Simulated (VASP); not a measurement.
# MoH6 in VASP: notebook, part 2 of 2

VASP 6.6.1. The steps go on from the part before.

**3. Relaxation of cell and atoms, PBE**

This run uses another cell than the first one, of 9.65 Å³/atom, 1.742 times its volume.

INCAR

```
PREC = Accurate ; ENCUT = 500
EDIFF = 1E-7 ; ISMEAR = 0
SIGMA = 0.15 ; LREAL = F
LASPH = T ; NELM = 120
ALGO = Normal ; ISIF = 3
LWAVE = F ; LCHARG = F
GGA = PE ; IBRION = 2
NSW = 36 ; EDIFFG = -0.08
GGA_COMPAT = F ; NELMIN = 4
```

KPOINTS

```
Automatic mesh
0
Gamma
  3 3 3
```

POSCAR

```
MoH6
1.0
    0.0000000000      3.2323545100      3.2323545100
    3.2323545100      0.0000000000      3.2323545100
    3.2323545100      3.2323545100      0.0000000000
H Mo
6 1
Direct
    0.5000000000      0.5000000000      0.0000000000
    0.5000000000      0.0000000000      0.5000000000
    0.0000000000      0.0000000000      0.5000000000
    0.0000000000      0.5000000000      0.0000000000
    0.0000000000      0.5000000000      0.5000000000
    0.5000000000      0.0000000000      0.0000000000
    0.0000000000      0.0000000000      0.0000000000
```

Potentials or basis: VASP PAW PBE potentials, release 64 (H, Mo_sv).

Launch:

```
$ cat potpaw_PBE.64/H/POTCAR potpaw_PBE.64/Mo_sv/POTCAR > POTCAR
$ mpirun -np 1 vasp_std > vasp.out
```

OUTCAR:

```text
PREC = Accurate
   ENCUT = 500
   EDIFF = 1E-7
   ISMEAR = 0
   LREAL = F
   LASPH = T
   NELM = 120
   ISIF = 3
   GGA = PE
   IBRION = 2
   NSW = 36
   EDIFFG = -0.08
   NELMIN = 4

 ion  position               nearest neighbor table
   1  0.500  0.500  0.000-
   2  0.500  0.000  0.500-
   3  0.000  0.000  0.500-
   4  0.000  0.500  0.000-
   5  0.000  0.500  0.500-
   6  0.500  0.000  0.000-
   7  0.000  0.000  0.000-

  LATTYP: Found a face centered cubic cell.
 ALAT       =     6.4647090200

  Lattice vectors:

 A1 = (   0.0000000000,   3.2323545100,   3.2323545100)
 A2 = (   3.2323545100,   0.0000000000,   3.2323545100)
 A3 = (   3.2323545100,   3.2323545100,   0.0000000000)

Analysis of symmetry for initial positions (statically):
=====================================================================
 Subroutine PRICEL returns:
 Original cell was already a primitive cell.

 Routine SETGRP: Setting up the symmetry group for a
 face centered cubic supercell.

 Subroutine GETGRP returns: Found 48 space group operations
 (whereof 48 operations were pure point group operations)
 out of a pool of 48 trial point group operations.

The static configuration has the point symmetry O_h .

Analysis of symmetry for dynamics (positions and initial velocities):
=====================================================================
 Subroutine PRICEL returns:
 Original cell was already a primitive cell.

 Routine SETGRP: Setting up the symmetry group for a
 face centered cubic supercell.

 Subroutine GETGRP returns: Found 48 space group operations
 (whereof 48 operations were pure point group operations)
 out of a pool of 48 trial point group operations.

The dynamic configuration has the point symmetry O_h .

 Subroutine INISYM returns: Found 48 space group operations
 (whereof 48 operations are pure point group operations),
 and found     1 'primitive' translations

----------------------------------------------------------------------------------------

                                     Primitive cell

  volume of cell :      67.5440

  direct lattice vectors                    reciprocal lattice vectors
     0.000000000  3.232354510  3.232354510    -0.154686003  0.154686003  0.154686003
     3.232354510  0.000000000  3.232354510     0.154686003 -0.154686003  0.154686003
     3.232354510  3.232354510  0.000000000     0.154686003  0.154686003 -0.154686003

  length of vectors
     4.571239586  4.571239586  4.571239586     0.267924017  0.267924017  0.267924017

  position of ions in fractional coordinates (direct lattice)
     0.500000000  0.500000000  0.000000000
     0.500000000  0.000000000  0.500000000
     0.000000000  0.000000000  0.500000000
     0.000000000  0.500000000  0.000000000
     0.000000000  0.500000000  0.500000000
     0.500000000  0.000000000  0.000000000
     0.000000000  0.000000000  0.000000000

  ion indices of the primitive-cell ions
   primitive index   ion index
                 1           1
                 2           2
                 3           3
                 4           4
                 5           5
                 6           6
                 7           7

----------------------------------------------------------------------------------------

 KPOINTS: Automatic mesh

Automatic generation of k-mesh.
 Grid dimensions read from file:
 generate k-points for:    3    3    3

 Generating k-lattice:

  Cartesian coordinates                     Fractional coordinates (reciprocal lattice)
    -0.051562001  0.051562001  0.051562001     0.333333333  0.000000000  0.000000000
     0.051562001 -0.051562001  0.051562001     0.000000000  0.333333333  0.000000000
     0.051562001  0.051562001 -0.051562001     0.000000000  0.000000000  0.333333333

  Length of vectors
     0.089308006  0.089308006  0.089308006

  Shift w.r.t. Gamma in fractional coordinates (k-lattice)
     0.000000000  0.000000000  0.000000000

 Subroutine IBZKPT returns following result:
 ===========================================

 Found      4 irreducible k-points:

 Following reciprocal coordinates:
            Coordinates               Weight
  0.000000  0.000000  0.000000      1.000000
  0.333333  0.000000  0.000000      8.000000
  0.333333  0.333333  0.000000      6.000000
 -0.333333  0.333333  0.000000     12.000000
   k-points           NKPTS =      4   k-points in BZ     NKDIM =      4   number of bands    NBANDS=     14
   number of dos      NEDOS =    301   number of ions     NIONS =      7
   total plane-waves  NPLWV =  46656
   dimension x,y,z NGX =    36 NGY =   36 NGZ =   36
   dimension x,y,z NGXF=    72 NGYF=   72 NGZF=   72
   ions per type =               6   1
   NGX,Y,Z   is equivalent  to a cutoff of  13.09, 13.09, 13.09 a.u.
   NGXF,Y,Z  is equivalent  to a cutoff of  26.18, 26.18, 26.18 a.u.
 SYSTEM =  unknown system
   PREC   = accura    normal or accurate (medium, high low for compatibility)
   ISTART =      0    job   : 0-new  1-cont  2-samecut
   ICHARG =      2    charge: 1-file 2-atom 10-const
   ISPIN  =      1    spin polarized calculation?
   LNONCOLLINEAR =      F non collinear calculations
   LSORBIT =      F    spin-orbit coupling
   LASPH  =      T    aspherical Exc in radial PAW
   ENCUT  =  500.0 eV  36.75 Ry    6.06 a.u.   8.33  8.33  8.33*2*pi/ulx,y,z
   NELM   =    120;   NELMIN=  4; NELMDL= -5     # of ELM steps
   EDIFF  = 0.1E-06   stopping-criterion for ELM
   LREAL  =      F    real-space projection
   EDIFFG = -.8E-01   stopping-criterion for IOM
   NSW    =     36    number of steps for IOM
   IBRION =      2    ionic relax: 0-MD 1-quasi-New 2-CG
   NFREE  =      1    steps in history (QN), initial steepest desc. (CG)
   ISIF   =      3    stress and relaxation
   ISYM   =      2    0-nonsym 1-usesym 2-fastsym
   POTIM  = 0.5000    time-step for ionic-motion
   TEBEG  =    0.0;   TEEND  =   0.0 temperature during run
   PSTRESS=    0.0 pullay stress
   NELECT =      20.0000    total number of electrons
   NUPDOWN=      -1.0000    fix difference up-down
   EMIN   =  10.00;   EMAX   =-10.00  energy-range for DOS
   EFERMI =   0.00;   METHOD = LEGACY
   ISMEAR =     0;   SIGMA  =   0.15  broadening in eV -4-tet -1-fermi 0-gaus
   EFERMI_NEDOS =   21; number of points for ismear=-14 and -15
   IALGO  =     38    algorithm
   IMIX   =      4    mixing-type and parameters
     AMIX     =   0.40;   BMIX     =  1.00
     AMIX_MAG =   1.60;   BMIX_MAG =  1.00
  volume/ion in A,a.u.               =       9.65        65.12
  Fermi-wavevector in a.u.,A,eV,Ry     =   1.091162  2.061997 16.199562  1.190634
  Thomas-Fermi vector in A             =   2.227401
   LORBIT       =      0    0 simple, 1 ext, 2 COOP (PROOUT), +10 PAW based schemes
   GGA     = PE    functional components
   LHFCALC =     F    Hartree Fock is set to
   AEXX    =    0.0000 exact exchange contribution
   IVDW    =     0    specifies the selected vdW correction
   LEPSILON=     F    determine dielectric tensor
   LRPA    =     F    only Hartree local field effects (RPA)
 conjugate gradient relaxation of ions
 non-spin polarized calculation
 Gauss-broadening in eV      SIGMA  =   0.15
  energy-cutoff  :      500.00
  volume of cell :       67.54
 maximum number of plane-waves:      1712
 NGX is ok and might be reduce to    36
   NGX = 17   NGY = 17   NGZ = 17

--------------------------------------- Ionic step        1  -------------------------------------------

 number of electron      20.0000000 magnetization

 Free energy of the ion-electron system (eV)
  ---------------------------------------------------
  ext. energy  EPLUGINS =         0.00000000
  ---------------------------------------------------
  free energy    TOTEN  =       -24.31028423 eV

  energy without entropy =      -24.31028033  energy(sigma->0) =      -24.31028228

------------------------ aborting loop because EDIFF is reached ----------------------------------------

  FORCE on cell =-STRESS in cart. coord.  units (eV):
  Direction    XX          YY          ZZ          XY          YZ          ZX
  --------------------------------------------------------------------------------------
  -------------------------------------------------------------------------------------
  Total      -12.4791460    -12.4791460    -12.4791460     -0.0000000     -0.0000000      0.0000000
  in kB     -296.0114391   -296.0114391   -296.0114391     -0.0000000     -0.0000000      0.0000000
  external PRESSURE =    -296.0114391 kB  Pullay stress =       0.0000000 kB
[... 340 lines left out ...]
  energy  without entropy=      -28.9067505585  energy(sigma->0) =      -28.90675056

--------------------------------------- Ionic step        6  -------------------------------------------

 number of electron      20.0000001 magnetization

 Free energy of the ion-electron system (eV)
  ---------------------------------------------------
  ext. energy  EPLUGINS =         0.00000000
  ---------------------------------------------------
  free energy    TOTEN  =       -28.93262620 eV

  energy without entropy =      -28.93262620  energy(sigma->0) =      -28.93262620

 E-fermi :   5.6676     XC(G=0): -11.3555

 val. band max:        4.8663969605   @ k =   0.3333   0.3333   0.0000
 cond. band min:       7.0617090405   @ k =  -0.3333   0.3333   0.0000
 fundamental gap:      2.1953120800
 Fermi energy:         5.6676484245

 k-point     1 :       0.0000    0.0000    0.0000
  band No.  band energies     occupation
      1     -55.4728      2.00000
      2     -29.5654      2.00000
      3     -29.5654      2.00000
      4     -29.5654      2.00000
      5      -5.9290      2.00000
      6       0.4274      2.00000
      7       0.4274      2.00000
      8       0.4274      2.00000
      9       3.2313      2.00000
     10       3.2313      2.00000
     11      12.0029      0.00000
     12      14.4636      0.00000
[... 85 lines left out ...]
  FREE ENERGIE OF THE ION-ELECTRON SYSTEM (eV)
  ---------------------------------------------------
  free  energy   TOTEN  =       -28.9326261977 eV

  energy  without entropy=      -28.9326261977  energy(sigma->0) =      -28.93262620

 reached required accuracy - stopping structural energy minimisation
```

Wall time 1.8 min (1 thread of AMD EPYC 7R43 (Zen 3), shared host); peak memory 0.18 GiB.

What came out:

```yaml
Free_energy: -28.9326 eV
Relaxed_volume: 5.21 Å³/atom
Relaxed_cell: a = 3.723 Å, b = 3.723 Å, c = 3.723 Å, α = 60.00°, β = 60.00°, γ = 60.00°
Space_group_after_relaxing_to_0.05_Å: Fm-3m (No. 225)
Energy_gained_by_relaxing: 660.3 meV/atom
Ionic_steps: 6
Pressure_after_relaxing: 0.3 GPa
Band_gap_on_the_k_mesh: 2.20 eV, indirect (least direct gap 3.03 eV)
```

Step by step:
```tsv
step	energy change (eV)	largest force (eV/Å)	pressure (GPa)	volume (Å³)
1	0.0000	0.0000	-29.60	67.54
2	-2.9345	0.0000	-27.57	51.57
3	-4.4272	0.0000	-13.56	40.80
4	-0.7179	0.0000	138.51	23.97
5	-4.5965	0.0000	-5.52	38.02
6	-4.6223	0.0000	0.31	36.49
```

Final structure:
```yaml
crystal:
  lattice:
    - [0.00000, 2.63248, 2.63248]
    - [2.63248, 0.00000, 2.63248]
    - [2.63248, 2.63248, 0.00000]
  atoms:
    - { symbol: H, position: [0.50000, 0.50000, 0.00000] }
    - { symbol: H, position: [0.50000, 0.00000, 0.50000] }
    - { symbol: H, position: [0.00000, 0.00000, 0.50000] }
    - { symbol: H, position: [0.00000, 0.50000, 0.00000] }
    - { symbol: H, position: [0.00000, 0.50000, 0.50000] }
    - { symbol: H, position: [0.50000, 0.00000, 0.00000] }
    - { symbol: Mo, position: [0.00000, 0.00000, 0.00000] }
```

Levels at points of the mesh, in eV from the valence-band top:
```csv
k point,band 8,band 9,band 10,band 11,band 12,band 13
"(0.00, 0.00, 0.00)",-4.44,-1.64,-1.64,7.14,9.60,9.60
```

Caveat: the k points lie up to 0.69 Å⁻¹ apart in the final cell; the volume moved by over 15 % at a fixed basis, so the end points are rough. PBE gaps usually lie below the measured ones, often by a third to a half.
